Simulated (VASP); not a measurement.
**Li27H26Br (a cell with a defect): electric field gradients with PBE**

The system is Li27H26Br (a cell with a defect).

```
CELL_PARAMETERS angstrom
0.00000 6.11025 6.11025
6.11025 0.00000 6.11025
6.11025 6.11025 0.00000
ATOMIC_POSITIONS crystal
Li 0.00000 0.00000 0.00000
Li 0.00000 0.00000 0.33333
Li 0.00000 0.00000 0.66667
Li 0.00000 0.33333 0.00000
Li 0.00000 0.33333 0.33333
Li 0.00000 0.33333 0.66667
Li 0.00000 0.66667 0.00000
Li 0.00000 0.66667 0.33333
Li 0.00000 0.66667 0.66667
Li 0.33333 0.00000 0.00000
Li 0.33333 0.00000 0.33333
Li 0.33333 0.00000 0.66667
Li 0.33333 0.33333 0.00000
Li 0.33333 0.33333 0.33333
Li 0.33333 0.33333 0.66667
Li 0.33333 0.66667 0.00000
Li 0.33333 0.66667 0.33333
Li 0.33333 0.66667 0.66667
Li 0.66667 0.00000 0.00000
Li 0.66667 0.00000 0.33333
Li 0.66667 0.00000 0.66667
Li 0.66667 0.33333 0.00000
Li 0.66667 0.33333 0.33333
Li 0.66667 0.33333 0.66667
Li 0.66667 0.66667 0.00000
Li 0.66667 0.66667 0.33333
Li 0.66667 0.66667 0.66667
Br 0.16667 0.16667 0.16667
H 0.16667 0.16667 0.50000
H 0.16667 0.16667 0.83333
H 0.16667 0.50000 0.16667
H 0.16667 0.50000 0.50000
H 0.16667 0.50000 0.83333
H 0.16667 0.83333 0.16667
H 0.16667 0.83333 0.50000
H 0.16667 0.83333 0.83333
H 0.50000 0.16667 0.16667
H 0.50000 0.16667 0.50000
H 0.50000 0.16667 0.83333
H 0.50000 0.50000 0.16667
H 0.50000 0.50000 0.50000
H 0.50000 0.50000 0.83333
H 0.50000 0.83333 0.16667
H 0.50000 0.83333 0.50000
H 0.50000 0.83333 0.83333
H 0.83333 0.16667 0.16667
H 0.83333 0.16667 0.50000
H 0.83333 0.16667 0.83333
H 0.83333 0.50000 0.16667
H 0.83333 0.50000 0.50000
H 0.83333 0.50000 0.83333
H 0.83333 0.83333 0.16667
H 0.83333 0.83333 0.50000
H 0.83333 0.83333 0.83333
```

```yaml
Program: VASP 6.6.1
Task: electric field gradients
Functional: PBE
Potentials_or_basis: VASP PAW PBE potentials, release 64 (Li_sv, Br, H)
Cutoff: 520 eV
k_mesh: 3 × 3 × 3
Occupations: fermi-dirac, width 0.01 eV
Spin: no spin polarisation
Dipole_correction: no
Charge: 1
Further_INCAR_settings: LREAL = Auto; ALGO = Normal; EDIFF = 1e-08; NBANDS = 90; NELECT = 113.0
```

```yaml
Largest_force: 2.701 eV/Å
Largest_electric_field_gradient_by_atom: Li +0.1, +2.1, +0.0 (each value once); Br +0.0; H +0.2, -0.0, +0.0 (each value once) V/Å²
```

Forces on the atoms (eV/Å):
```
Li  -0.020 -0.020 -0.020
Li   0.000  0.000 -2.701
Li   0.020  0.020 -0.020
Li   0.000 -2.701  0.000
Li   2.701  0.000  0.000
Li   0.015 -0.015  0.000
Li   0.020 -0.020  0.020
Li   0.015  0.000 -0.015
Li   0.000 -0.015 -0.015
Li  -2.701  0.000  0.000
Li   0.000  2.701  0.000
Li  -0.015  0.015  0.000
Li   0.000  0.000  2.701
Li   0.020  0.020  0.020
Li  -0.020 -0.020  0.020
Li  -0.015  0.000  0.015
Li  -0.020  0.020 -0.020
Li   0.000  0.015  0.015
Li  -0.020  0.020  0.020
Li   0.000  0.015 -0.015
Li  -0.015  0.000 -0.015
Li   0.000 -0.015  0.015
Li   0.020 -0.020 -0.020
Li   0.015  0.000  0.015
Li  -0.015 -0.015  0.000
Li   0.015  0.015  0.000
Li   0.000  0.000  0.000
Br   0.000  0.000  0.000
H    0.101  0.101  0.000
H   -0.101 -0.101  0.000
H    0.101  0.000  0.101
H   -0.010  0.010  0.010
H    0.000 -0.101  0.101
H   -0.101  0.000 -0.101
H    0.000  0.101 -0.101
H    0.010 -0.010 -0.010
H    0.000  0.101  0.101
H    0.010 -0.010  0.010
H   -0.101  0.000  0.101
H    0.010  0.010 -0.010
H   -0.010 -0.010 -0.010
H    0.000  0.000  0.030
H   -0.101  0.101  0.000
H    0.000  0.030  0.000
H   -0.030  0.000  0.000
H    0.000 -0.101 -0.101
H    0.101  0.000 -0.101
H   -0.010  0.010 -0.010
H    0.101 -0.101  0.000
H    0.030  0.000  0.000
H    0.000 -0.030  0.000
H   -0.010 -0.010  0.010
H    0.000  0.000 -0.030
H    0.010  0.010  0.010
```

Levels at points of the mesh, in eV from the Fermi level:
```tsv
k point	band 55	band 56	band 57	band 58	band 59	band 60
(0.00, 0.00, 0.00)	-0.41	-0.41	-0.41	4.86	4.86	4.86
```

Electric field gradients, principal values (V/Å²):
```tsv
atom	least	middle	greatest (by size)
1 Li	-0.030	-0.030	0.060
2 Li	-1.036	-1.053	2.089
3 Li	-0.014	-0.032	0.046
4 Li	-1.036	-1.053	2.089
5 Li	-1.041	-1.042	2.083
6 Li	-0.014	-0.088	0.102
7 Li	-0.014	-0.032	0.046
8 Li	-0.014	-0.088	0.102
9 Li	-0.017	-0.080	0.097
10 Li	-1.036	-1.053	2.089
11 Li	-1.041	-1.042	2.083
12 Li	-0.014	-0.088	0.102
13 Li	-1.041	-1.042	2.083
14 Li	-0.024	-0.024	0.048
15 Li	-0.019	-0.025	0.044
16 Li	-0.014	-0.088	0.102
17 Li	-0.019	-0.025	0.044
18 Li	-0.022	-0.079	0.101
19 Li	-0.014	-0.032	0.046
20 Li	-0.014	-0.088	0.102
21 Li	-0.017	-0.080	0.097
22 Li	-0.014	-0.088	0.102
23 Li	-0.019	-0.025	0.044
24 Li	-0.022	-0.079	0.101
25 Li	-0.017	-0.080	0.097
26 Li	-0.022	-0.079	0.101
27 Li	-0.002	-0.002	0.003
28 Br	0.000	0.000	0.000
29 H	-0.060	-0.121	0.181
30 H	-0.061	-0.120	0.181
31 H	-0.060	-0.121	0.181
32 H	0.005	0.008	-0.013
33 H	-0.061	-0.122	0.182
34 H	-0.061	-0.120	0.181
35 H	-0.061	-0.122	0.182
36 H	0.006	0.007	-0.013
37 H	-0.060	-0.121	0.181
38 H	0.005	0.008	-0.013
39 H	-0.061	-0.122	0.182
40 H	0.005	0.008	-0.013
41 H	0.008	0.008	-0.016
42 H	-0.001	-0.004	0.005
43 H	-0.061	-0.122	0.182
44 H	-0.001	-0.004	0.005
45 H	-0.003	-0.003	0.007
46 H	-0.061	-0.120	0.181
47 H	-0.061	-0.122	0.182
48 H	0.006	0.007	-0.013
49 H	-0.061	-0.122	0.182
50 H	-0.001	-0.004	0.005
51 H	-0.003	-0.003	0.007
52 H	0.006	0.007	-0.013
53 H	-0.003	-0.003	0.007
54 H	0.007	0.007	-0.014
```

It took 11 min on 1 thread of AMD EPYC 7R13 Processor (Zen 3), with other jobs on the host, peak memory 0.57 GiB.

Caveat: the cell carries a net charge on a neutralising background, which shifts energy and pressure; the cell is charged against a uniform background, so pressure and absolute levels hang on convention; without QUAD_EFG the Cq values of the log hold for a quadrupole moment of 1 mb, not for the nuclei; an odd number of electrons without spin polarisation forces a metal; a magnetic or distorted state may lie lower.
